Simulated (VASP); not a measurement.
# Ga2O3 (R-3c) in VASP: single point with r2SCAN

Aim: the single point of Ga2O3 with r2SCAN.

Everything below comes from runs of VASP 6.6.1. Logs are shortened: lines on timing, memory, paths and dates and some standing lists are left out, and cuts for length are marked.

## 1. The cell of the first run

The structure is trigonal, space group R-3c (No. 167). The conventional cell has a = 4.985 Å, b = 4.985 Å, c = 13.442 Å, α = 90.00°, β = 90.00°, γ = 120.00°. Ga (site symmetry 3) has 6 O at 1.93 to 2.07 Å within 2.6 Å. Within 3.1 Å of O (site symmetry 2) lie 4 Ga at 1.93 to 2.07 Å and 12 O at 2.62 to 3.01 Å.

## 2. Single point, r2SCAN

POSCAR

```
Ga2O3
1.0
    2.4922944183      1.4389268533      4.4805767713
   -2.4922944183      1.4389268533      4.4805767713
    0.0000000000     -2.8778537067      4.4805767713
Ga O
4 6
Direct
    0.3554016552      0.3554016552      0.3554016552
    0.1445983448      0.1445983448      0.1445983448
    0.6445983448      0.6445983448      0.6445983448
    0.8554016552      0.8554016552      0.8554016552
    0.5536271620      0.9463728380      0.2500000000
    0.2500000000      0.5536271620      0.9463728380
    0.9463728380      0.2500000000      0.5536271620
    0.4463728380      0.0536271620      0.7500000000
    0.7500000000      0.4463728380      0.0536271620
    0.0536271620      0.7500000000      0.4463728380
```

INCAR.step1

```
SYSTEM = Ga2O3
ALGO = Normal
EDIFF = 1E-4
ENCUT = 520
GGA = PE
ISMEAR = 0
LASPH = .TRUE.
LCHARG = .FALSE.
LREAL = .FALSE.
LWAVE = .TRUE.
NBANDS = 55
NELM = 60
PREC = Accurate
SIGMA = 0.01
```

INCAR.step2

```
SYSTEM = Ga2O3
ALGO = Normal
EDIFF = 1E-7
ENCUT = 520
ISIF = 2
ISMEAR = 0
ISTART = 1
LASPH = .TRUE.
LCHARG = .TRUE.
LELF = .TRUE.
LMIXTAU = .TRUE.
LREAL = .FALSE.
LVHAR = .TRUE.
LWAVE = .FALSE.
METAGGA = R2SCAN
NBANDS = 55
NELM = 60
PREC = Accurate
SIGMA = 0.01
```

KPOINTS

```
k-points
0
G
  6 6 6
  0 0 0
```

Potentials or basis: VASP PAW PBE potentials, release 64 (Ga_d, O).

Started as:

```bash
$ cat potpaw_PBE.64/Ga_d/POTCAR potpaw_PBE.64/O/POTCAR > POTCAR
$ cp INCAR.step1 INCAR
$ mpirun -np 1 vasp_std > vasp.out
$ cp INCAR.step2 INCAR
$ mpirun -np 1 vasp_std > vasp.out
```

OUTCAR:

```text
SYSTEM = Ga2O3
   EDIFF = 1E-7
   ENCUT = 520
   ISIF = 2
   ISMEAR = 0
   ISTART = 1
   LASPH = .TRUE.
   LREAL = .FALSE.
   METAGGA = R2SCAN
   NELM = 60
   PREC = Accurate

 ion  position               nearest neighbor table
   1  0.355  0.355  0.355-  10 1.93   9 1.93   8 1.93   5 2.07   7 2.07   6 2.07   2 2.83
   2  0.145  0.145  0.145-   9 1.93  10 1.93   8 1.93   5 2.07   6 2.07   7 2.07   1 2.83
   3  0.645  0.645  0.645-   7 1.93   6 1.93   5 1.93   8 2.07  10 2.07   9 2.07   4 2.83
   4  0.855  0.855  0.855-   6 1.93   7 1.93   5 1.93   8 2.07   9 2.07  10 2.07   3 2.83
   5  0.554  0.946  0.250-   3 1.93   4 1.93   1 2.07   2 2.07
   6  0.250  0.554  0.946-   4 1.93   3 1.93   2 2.07   1 2.07
   7  0.946  0.250  0.554-   3 1.93   4 1.93   1 2.07   2 2.07
   8  0.446  0.054  0.750-   1 1.93   2 1.93   3 2.07   4 2.07
   9  0.750  0.446  0.054-   2 1.93   1 1.93   4 2.07   3 2.07
  10  0.054  0.750  0.446-   1 1.93   2 1.93   3 2.07   4 2.07

  LATTYP: Found a trigonal (rhomboedric) cell.
 ALAT       =     5.3251863968
 COS(alpha) =     0.5619143198

  Lattice vectors:

 A1 = (   2.4922944183,   1.4389268533,   4.4805767713)
 A2 = (  -2.4922944183,   1.4389268533,   4.4805767713)
 A3 = (   0.0000000000,  -2.8778537067,   4.4805767713)

Analysis of symmetry for initial positions (statically):
=====================================================================
 Subroutine PRICEL returns:
 Original cell was already a primitive cell.

 Routine SETGRP: Setting up the symmetry group for a
 trigonal (rhombohedral) supercell.

 Subroutine GETGRP returns: Found 12 space group operations
 (whereof  6 operations were pure point group operations)
 out of a pool of 12 trial point group operations.

The static configuration has the point symmetry S_6 .
 The point group associated with its full space group is D_3d.

Analysis of symmetry for dynamics (positions and initial velocities):
=====================================================================
 Subroutine PRICEL returns:
 Original cell was already a primitive cell.

 Routine SETGRP: Setting up the symmetry group for a
 trigonal (rhombohedral) supercell.

 Subroutine GETGRP returns: Found 12 space group operations
 (whereof  6 operations were pure point group operations)
 out of a pool of 12 trial point group operations.

The dynamic configuration has the point symmetry S_6 .
 The point group associated with its full space group is D_3d.

[... 121 lines left out ...]
   ISYM   =      2    0-nonsym 1-usesym 2-fastsym
   POTIM  = 0.5000    time-step for ionic-motion
   TEBEG  =    0.0;   TEEND  =   0.0 temperature during run
   PSTRESS=    0.0 pullay stress
   NELECT =      88.0000    total number of electrons
   NUPDOWN=      -1.0000    fix difference up-down
   EMIN   =  10.00;   EMAX   =-10.00  energy-range for DOS
   EFERMI =   0.00;   METHOD = LEGACY
   ISMEAR =     0;   SIGMA  =   0.01  broadening in eV -4-tet -1-fermi 0-gaus
   EFERMI_NEDOS =   21; number of points for ismear=-14 and -15
   IALGO  =     38    algorithm
   IMIX   =      4    mixing-type and parameters
     AMIX     =   0.40;   BMIX     =  1.00
     AMIX_MAG =   1.60;   BMIX_MAG =  1.00
  volume/ion in A,a.u.               =       9.64        65.06
  Fermi-wavevector in a.u.,A,eV,Ry     =   1.588040  3.000960 34.312118  2.521870
  Thomas-Fermi vector in A             =   2.687104
   LORBIT       =      0    0 simple, 1 ext, 2 COOP (PROOUT), +10 PAW based schemes
   METAGGA = R2SCAN    functional components
   LHFCALC =     F    Hartree Fock is set to
   AEXX    =    0.0000 exact exchange contribution
   IVDW    =     0    specifies the selected vdW correction
   LEPSILON=     F    determine dielectric tensor
   LRPA    =     F    only Hartree local field effects (RPA)
 non-spin polarized calculation
 Gauss-broadening in eV      SIGMA  =   0.01
  energy-cutoff  :      520.00
  volume of cell :       96.41
 maximum number of plane-waves:      2610
   NGX = 19   NGY = 19   NGZ = 19

 number of electron      87.9999977 magnetization

 Free energy of the ion-electron system (eV)
  ---------------------------------------------------
  ext. energy  EPLUGINS =         0.00000000
  ---------------------------------------------------
  free energy    TOTEN  =      -102.32866493 eV

  energy without entropy =     -102.32866493  energy(sigma->0) =     -102.32866493

 E-fermi :   4.2154     XC(G=0): -13.1602

 val. band max:        4.1270607983   @ k =  -0.1667   0.1667   0.0000
 cond. band min:       7.6712804495   @ k =   0.0000   0.0000   0.0000
 fundamental gap:      3.5442196512
 Fermi energy:         4.2153970872

 k-point     1 :       0.0000    0.0000    0.0000
  band No.  band energies     occupation
      1     -15.7977      2.00000
      2     -13.8160      2.00000
      3     -13.8076      2.00000
      4     -13.8076      2.00000
      5     -13.7804      2.00000
      6     -13.7804      2.00000
[... 1381 lines left out ...]
     54      17.1611      0.00000
     55      17.4866      0.00000

 [... further k-points ...]

------------------------ aborting loop because EDIFF is reached ----------------------------------------

  FORCE on cell =-STRESS in cart. coord.  units (eV):
  Direction    XX          YY          ZZ          XY          YZ          ZX
  --------------------------------------------------------------------------------------
  -------------------------------------------------------------------------------------
  Total        1.2777973      1.2777973      0.8890220     -0.0000000     -0.0000000      0.0000000
  in kB       21.2348555     21.2348555     14.7740598     -0.0000000     -0.0000000      0.0000000
  external PRESSURE =      19.0812569 kB  Pullay stress =       0.0000000 kB

 VOLUME and BASIS-vectors are now :
 -----------------------------------------------------------------------------
  energy-cutoff  :      520.00
  volume of cell :       96.41
      direct lattice vectors                 reciprocal lattice vectors
     2.492294418  1.438926853  4.480576771     0.200618352  0.115827060  0.074395184
    -2.492294418  1.438926853  4.480576771    -0.200618352  0.115827060  0.074395184
     0.000000000 -2.877853707  4.480576771     0.000000000 -0.231654120  0.074395184

 POSITION                                       TOTAL-FORCE (eV/Angst)
 -----------------------------------------------------------------------------------
      0.00000     -0.00000      4.77721        -0.000000      0.000000     -0.028868
      0.00000     -0.00000      1.94365        -0.000000     -0.000000      0.028868
      0.00000     -0.00000      8.66452        -0.000000     -0.000000      0.028868
      0.00000     -0.00000     11.49808        -0.000000      0.000000     -0.028868
     -0.97884      1.43893      7.84101        -0.039539      0.000000      0.000000
     -0.75673     -1.56716      7.84101         0.019770     -0.034242      0.000000
      1.73557      0.12824      7.84101         0.019770      0.034242      0.000000
      0.97884     -1.43893      5.60072         0.039539      0.000000      0.000000
      0.75673      1.56716      5.60072        -0.019770      0.034242      0.000000
     -1.73557     -0.12824      5.60072        -0.019770     -0.034242      0.000000
 -----------------------------------------------------------------------------------
    total drift:                               -0.000000      0.000000     -0.000000

  FREE ENERGIE OF THE ION-ELECTRON SYSTEM (eV)
  ---------------------------------------------------
  free  energy   TOTEN  =      -102.3286649331 eV

  energy  without entropy=     -102.3286649331  energy(sigma->0) =     -102.32866493
```

OSZICAR.step1:

```text
N       E                     dE             d eps       ncg     rms          rms(c)
DAV:   1     0.120385617590E+04    0.12039E+04   -0.39833E+04  4257   0.303E+03
DAV:   2     0.194046799594E+03   -0.10098E+04   -0.94595E+03  3576   0.820E+02
DAV:   3    -0.481799146669E+02   -0.24223E+03   -0.23550E+03  4032   0.261E+02
DAV:   4    -0.671672004552E+02   -0.18987E+02   -0.18761E+02  4419   0.786E+01
DAV:   5    -0.678554727243E+02   -0.68827E+00   -0.68669E+00  4609   0.155E+01    0.172E+01
DAV:   6    -0.591238765564E+02    0.87316E+01   -0.28064E+01  6281   0.602E+01    0.456E+00
DAV:   7    -0.592851739808E+02   -0.16130E+00   -0.29908E+00  3960   0.962E+00    0.324E+00
DAV:   8    -0.592737454110E+02    0.11429E-01   -0.46170E-01  5326   0.565E+00    0.130E+00
DAV:   9    -0.592412912873E+02    0.32454E-01   -0.18448E-01  5576   0.489E+00    0.211E-01
DAV:  10    -0.592420538804E+02   -0.76259E-03   -0.12213E-02  4995   0.106E+00    0.567E-02
DAV:  11    -0.592422069642E+02   -0.15308E-03   -0.15412E-03  4304   0.432E-01    0.207E-02
DAV:  12    -0.592422207400E+02   -0.13776E-04   -0.21068E-04  2703   0.154E-01
   1 F= -.59242221E+02 E0= -.59242221E+02  d E =-.884850E-47
```

Run time: 8.2 min. Hardware: 1 thread of Intel Xeon Platinum 8488C (Sapphire Rapids), shared host; peak memory 0.32 GiB.

Results:

| Property | Result |
| --- | --- |
| Free energy | -102.3287 eV |
| Pressure | 1.9 GPa |
| Largest force | 0.040 eV/Å |
| Band gap on the k mesh | 3.54 eV (least direct gap 3.80 eV) |

Forces in eV/Å, atoms in the order of the input:
```
Ga   0.000  0.000 -0.029
Ga   0.000  0.000  0.029
Ga   0.000  0.000  0.029
Ga   0.000  0.000 -0.029
O   -0.040  0.000  0.000
O    0.020 -0.034  0.000
O    0.020  0.034  0.000
O    0.040  0.000  0.000
O   -0.020  0.034  0.000
O   -0.020 -0.034  0.000
```

Stress tensor (GPa, compression positive):
```
2.12 0.00 0.00
0.00 2.12 0.00
0.00 0.00 1.48
```

Caveat: the PAW data sets were made with another functional, which shifts forces and pressure a little.
